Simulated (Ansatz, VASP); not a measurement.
Ta in VASP and in Ansatz

```
Ta
1.0
     2.90037    0.00000    0.00000
    -1.45019    2.51180    0.00000
     0.00000    0.00000    5.06295
Ta
2
Direct
  0.66667 0.33333 0.75000
  0.33333 0.66667 0.25000
```

Change from the starting cell: strain -0.0200 x Voigt [0, 0, 1, 0, 0, 0], atoms carried along.

Alike in both runs: task single point; functional PBEsol; k mesh 18 × 18 × 10; occupations gaussian, width 0.15 eV; no spin polarisation.

|  | VASP | Ansatz |
| --- | --- | --- |
| version | VASP 6.6.1 | Ansatz 0.2.0 |
| potentials or method | VASP PAW PBE potentials, release 64 (Ta_pv), cutoff 520 eV | scalar-relativistic, plane waves, PAW |
| valence electrons in the cell | 22 | 26 |

```csv
,VASP,Ansatz,Ansatz less VASP
gap on the k mesh at the Fermi level (eV),none,none,-
pressure (GPa),-3.5,-3.6,-0.10
"traceless stress, the component that is largest in VASP (GPa)",2.42,2.42,0.000
```

VASP's potentials were made for PBE, not for PBEsol. A gap of «none» marks a metal or a gap that the smearing closes. With one functional, cell and mesh, what is left measures potentials, basis and numerics. VASP's potentials hold 22 valence electrons a cell and Ansatz's 26, so a difference there can come from the potentials and not from the codes.

Spin-orbit coupling is off throughout.
